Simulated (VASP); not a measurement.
# GaN (P6_3mc) in VASP: further runs, part 2 of 2

VASP 6.6.1.

## Step 4: Single point, PBE (biaxial strain in the a-b plane: -6.0 %)

The input, INCAR:

```
PREC     = Accurate       # precision mode
ENCUT    = 520            # plane-wave cutoff, eV
EDIFF    = 1E-6           # SCF threshold, eV
ISMEAR   = 0              # smearing method
SIGMA    = 0.02           # smearing width, eV
LREAL    = False          # projectors in reciprocal space
LASPH    = True           # aspherical terms in the spheres
NELM     = 80             # most SCF steps
ALGO     = Normal         # electronic algorithm
ISIF     = 2              # what is computed and relaxed
LWAVE    = False          # write WAVECAR
LCHARG   = False          # write CHGCAR
GGA      = PE             # functional
NBANDS   = 26             # bands
```

The input, KPOINTS:

```
regular mesh
0
Gamma
  12 12 6
```

The input, POSCAR:

```
GaN
1.0
    3.0252685687      0.0000000000      0.0000000000
   -1.5126342843      2.6199594337      0.0000000000
    0.0000000000      0.0000000000      5.4319224833
Ga N
2 2
Direct
    0.6666666667      0.3333333333      0.5042602525
    0.3333333333      0.6666666667      1.0042602525
    0.6666666667      0.3333333333      0.8707397475
    0.3333333333      0.6666666667      0.3707397475
```

Potentials or basis: VASP PAW PBE potentials, release 64 (Ga_d, N).

Run with:

```sh
> cat potpaw_PBE.64/Ga_d/POTCAR potpaw_PBE.64/N/POTCAR > POTCAR
> mpirun -np 1 vasp_std > vasp.out
```

OUTCAR:

```text
PREC = Accurate
   ENCUT = 520
   EDIFF = 1E-6
   ISMEAR = 0
   LREAL = False
   LASPH = True
   NELM = 80
   ISIF = 2
   GGA = PE

 ion  position               nearest neighbor table
   1  0.667  0.333  0.504-   4 1.89   4 1.89   4 1.89   3 1.99
   2  0.333  0.667  0.004-   3 1.89   3 1.89   3 1.89   4 1.99
   3  0.667  0.333  0.871-   2 1.89   2 1.89   2 1.89   1 1.99
   4  0.333  0.667  0.371-   1 1.89   1 1.89   1 1.89   2 1.99

  LATTYP: Found a hexagonal cell.
 ALAT       =     3.0252685687
[... 889 lines left out ...]
     25      17.6178      0.00000
     26      19.5226      0.00000

 [... further k-points ...]
[... 5 lines left out ...]
  --------------------------------------------------------------------------------------
  -------------------------------------------------------------------------------------
  Total        8.3911264      8.3911264     -1.3711668      0.0000000      0.0000000      0.0000000
  in kB      312.2617421    312.2617421    -51.0256788      0.0000000      0.0000000      0.0000000
  external PRESSURE =     191.1659351 kB  Pullay stress =       0.0000000 kB

 VOLUME and BASIS-vectors are now :
 -----------------------------------------------------------------------------
  energy-cutoff  :      520.00
  volume of cell :       43.05
      direct lattice vectors                 reciprocal lattice vectors
     3.025268569  0.000000000  0.000000000     0.330549165  0.190842650  0.000000000
    -1.512634284  2.619959434  0.000000000     0.000000000  0.381685299  0.000000000
     0.000000000  0.000000000  5.431922483     0.000000000  0.000000000  0.184096883

 POSITION                                       TOTAL-FORCE (eV/Angst)
 -----------------------------------------------------------------------------------
      1.51263      0.87332      2.73910         0.000000      0.000000      0.435243
     -0.00000      1.74664      0.02314         0.000000      0.000000      0.435243
      1.51263      0.87332      4.72979         0.000000     -0.000000     -0.435243
     -0.00000      1.74664      2.01383        -0.000000      0.000000     -0.435243
 -----------------------------------------------------------------------------------
    total drift:                               -0.000000      0.000000     -0.002447

  FREE ENERGIE OF THE ION-ELECTRON SYSTEM (eV)
  ---------------------------------------------------
  free  energy   TOTEN  =       -23.8237942424 eV

  energy  without entropy=      -23.8237942424  energy(sigma->0) =      -23.82379424
```

OSZICAR:

```text
N       E                     dE             d eps       ncg     rms          rms(c)
DAV:   1     0.276868590105E+03    0.27687E+03   -0.17707E+04  4404   0.263E+03
DAV:   2     0.677525875416E+01   -0.27009E+03   -0.25440E+03  4240   0.485E+02
DAV:   3    -0.270025135654E+02   -0.33778E+02   -0.33302E+02  4754   0.142E+02
DAV:   4    -0.280640597679E+02   -0.10615E+01   -0.10577E+01  4650   0.269E+01
DAV:   5    -0.280863353250E+02   -0.22276E-01   -0.22255E-01  4900   0.380E+00    0.113E+01
DAV:   6    -0.237370919065E+02    0.43492E+01   -0.10353E+01  6540   0.520E+01    0.310E+00
DAV:   7    -0.238445740301E+02   -0.10748E+00   -0.16120E+00  4202   0.933E+00    0.279E+00
DAV:   8    -0.238359225875E+02    0.86514E-02   -0.13993E-01  6350   0.545E+00    0.657E-01
DAV:   9    -0.238232513879E+02    0.12671E-01   -0.50155E-02  6438   0.395E+00    0.280E-01
DAV:  10    -0.238238430673E+02   -0.59168E-03   -0.33260E-03  4284   0.479E-01    0.704E-02
DAV:  11    -0.238237858927E+02    0.57175E-04   -0.56524E-04  5966   0.421E-01    0.137E-02
DAV:  12    -0.238237924282E+02   -0.65355E-05   -0.62315E-05  4356   0.757E-02    0.690E-03
DAV:  13    -0.238237942662E+02   -0.18380E-05   -0.71939E-06  4546   0.203E-02    0.107E-03
DAV:  14    -0.238237942424E+02    0.23811E-07   -0.32389E-07  2298   0.451E-03
   1 F= -.23823794E+02 E0= -.23823794E+02  d E =-.528745E-13
```

Wall time 54 s (1 thread of Intel Xeon Platinum 8124M at 3.00GHz (Skylake/Cascade Lake), shared host); peak memory 0.21 GiB.

Results:

| Item | Value |
| --- | --- |
| Free energy | -23.8238 eV |
| Pressure | 19.1 GPa |
| Largest force | 0.435 eV/Å |
| Band gap on the k mesh | 1.65 eV, direct |

Forces in eV/Å, atoms in the order of the input:
```
Ga   0.000  0.000  0.435
Ga   0.000  0.000  0.435
N    0.000  0.000 -0.435
N    0.000  0.000 -0.435
```

Stress tensor (GPa, compression positive):
```
31.23  0.00  0.00
 0.00 31.23  0.00
 0.00  0.00 -5.10
```

Levels at points of the mesh, in eV from the valence-band top:
```
           k point  band 15  band 16  band 17  band 18  band 19  band 20  band 21  band 22
(0.00, 0.00, 0.00)    -0.83    -0.71     0.00     0.00     1.65     5.46     8.55     9.59
(0.50, 0.00, 0.00)    -4.71    -2.73    -2.68    -1.20     5.15     5.62     5.64     8.30
(0.00, 0.00, 0.50)    -0.42    -0.42    -0.42    -0.42     4.64     4.64     8.25     8.25
(0.50, 0.00, 0.50)    -2.66    -2.66    -2.00    -2.00     3.97     3.97     7.93     7.93
```

Caveat: the cell differs from its parent crystal (biaxial strain in the a-b plane: -6.0 %).

## Step 5: Single point, PBE (biaxial strain in the a-b plane: -4.0 %, then relaxed in part)

The input, INCAR:

```
  ALGO = Normal
  EDIFF = 1E-6
  ENCUT = 520
  GGA = PE
  ISIF = 2
  ISMEAR = 0
  LASPH = True
  LCHARG = False
  LREAL = False
  LWAVE = False
  NBANDS = 26
  NELM = 60
  PREC = Accurate
  SIGMA = 0.02
```

The input, KPOINTS:

```
k-points
0
Gamma
  12 12 6
```

The input, POSCAR:

```
GaN
1.0
    3.0896359850      0.0000000000      0.0000000000
   -1.5448179925      2.6757032515      0.0000000000
    0.0000000000      0.0000000000      5.3400693986
Ga N
2 2
Direct
    0.6666666667      0.3333333333      0.5042602525
    0.3333333333      0.6666666667      1.0042602525
    0.6666666667      0.3333333333      0.8707397475
    0.3333333333      0.6666666667      0.3707397475
```

Run with:

```sh
> cat potpaw_PBE.64/Ga_d/POTCAR potpaw_PBE.64/N/POTCAR > POTCAR
> mpirun -np 1 vasp_std > vasp.out
```

It took 53 s on 1 thread of Intel Xeon Platinum 8124M at 3.00GHz (Skylake/Cascade Lake), shared host; peak memory 0.2 GiB.

Results (log left out):

- Free energy: -24.1200 eV
- Pressure: 12.4 GPa
- Largest force: 0.005 eV/Å
- Band gap on the k mesh: 1.80 eV, direct

Forces in eV/Å, atoms in the order of the input:
```
Ga   0.000  0.000 -0.005
Ga   0.000  0.000 -0.005
N    0.000  0.000  0.005
N    0.000  0.000  0.005
```

Stress tensor (GPa, compression positive):
```
18.62  0.00  0.00
 0.00 18.62  0.00
 0.00  0.00 -0.04
```

Levels at points of the mesh, in eV from the valence-band top:
```tsv
k point	band 14	band 15	band 16	band 17	band 18	band 19	band 20	band 21	band 22	band 23
(0.00, 0.00, 0.00)	-0.92	-0.92	-0.48	0.00	0.00	1.80	5.00	8.77	9.96	10.51
(0.50, 0.00, 0.00)	-5.65	-4.57	-2.70	-2.59	-1.09	5.40	5.43	5.67	8.45	10.11
(0.00, 0.00, 0.50)	-4.48	-0.47	-0.47	-0.47	-0.47	4.49	4.49	8.31	8.31	11.03
(0.50, 0.00, 0.50)	-6.87	-2.41	-2.41	-1.96	-1.96	4.13	4.13	7.86	7.86	9.95
```

Caveat: the cell differs from its parent crystal (biaxial strain in the a-b plane: -4.0 %, then relaxed in part).

## Step 6: Single point, PBE (biaxial strain in the a-b plane: -4.0 %)

The input, INCAR:

```
ALGO = Normal
EDIFF = 1E-7
ENCUT = 520
GGA = PE
ISIF = 2
ISMEAR = 0
LASPH = T
LCHARG = F
LREAL = F
LWAVE = F
NBANDS = 26
NELM = 60
PREC = Accurate
SIGMA = 0.02
```

KPOINTS is that of step 5.

The input, POSCAR:

```
GaN
1.0
    3.0896359850      0.0000000000      0.0000000000
   -1.5448179925      2.6757032515      0.0000000000
    0.0000000000      0.0000000000      5.3690044622
Ga N
2 2
Direct
    0.6666666667      0.3333333333      0.5015609224
    0.3333333333      0.6666666667      1.0015609224
    0.6666666667      0.3333333333      0.8734390776
    0.3333333333      0.6666666667      0.3734390776
```

Potentials or basis: VASP PAW PBE potentials, release 64 (Ga_d, N).

Run with:

```sh
> cat potpaw_PBE.64/Ga_d/POTCAR potpaw_PBE.64/N/POTCAR > POTCAR
> mpirun -np 1 vasp_std > vasp.out
```

Run time: 56 s. Hardware: 1 thread of Intel Xeon Platinum 8124M at 3.00GHz (Skylake/Cascade Lake), shared host; peak memory 0.21 GiB.

The run converged. Its results:

```yaml
Free_energy: -24.1066 eV
Pressure: 11.9 GPa
Largest_force: 0.359 eV/Å
Band_gap_on_the_k_mesh: 1.78 eV, direct
```

Forces on the atoms (eV/Å):
```
Ga   0.000  0.000  0.359
Ga   0.000  0.000  0.359
N    0.000  0.000 -0.359
N    0.000  0.000 -0.359
```

Stress tensor (GPa, compression positive):
```
19.71  0.00  0.00
 0.00 19.71  0.00
 0.00  0.00 -3.70
```

Levels at points of the mesh, in eV from the valence-band top:
```
           k point  band 16  band 17  band 18  band 19  band 20  band 21
(0.00, 0.00, 0.00)    -0.40     0.00     0.00     1.78     4.99     8.75
(0.50, 0.00, 0.00)    -2.66    -2.44    -1.14     5.45     5.46     5.62
(0.00, 0.00, 0.50)    -0.45    -0.45    -0.45     4.50     4.50     8.24
(0.50, 0.00, 0.50)    -2.32    -1.96    -1.96     4.16     4.16     7.78
```

Caveat: the cell differs from its parent crystal (biaxial strain in the a-b plane: -4.0 %).

## Step 7: The runs side by side

| cell | gap on the mesh (eV) | pressure (GPa) | largest force (eV/Å) |
| --- | --- | --- | --- |
| a = 3.025, b = 3.025, c = 5.391 Å, angles 90.0, 90.0, 120.0°, 4 atoms | 1.72 | 19.8 | 0.01 |
| a = 3.025, b = 3.025, c = 5.432 Å, angles 90.0, 90.0, 120.0°, 4 atoms | 1.65 | 19.1 | 0.44 |
| a = 3.090, b = 3.090, c = 5.340 Å, angles 90.0, 90.0, 120.0°, 4 atoms | 1.80 | 12.4 | 0.01 |
| a = 3.090, b = 3.090, c = 5.369 Å, angles 90.0, 90.0, 120.0°, 4 atoms | 1.78 | 11.9 | 0.36 |

Alike in all rows: task single point; level PBE; potentials or basis VASP PAW PBE potentials, release 64 (Ga_d, N); no spin polarisation; k mesh 12 × 12 × 6; cutoff (eV) 520; smearing gaussian 0.02 eV.

Absolute energies hang on the potentials; compare differences alone.
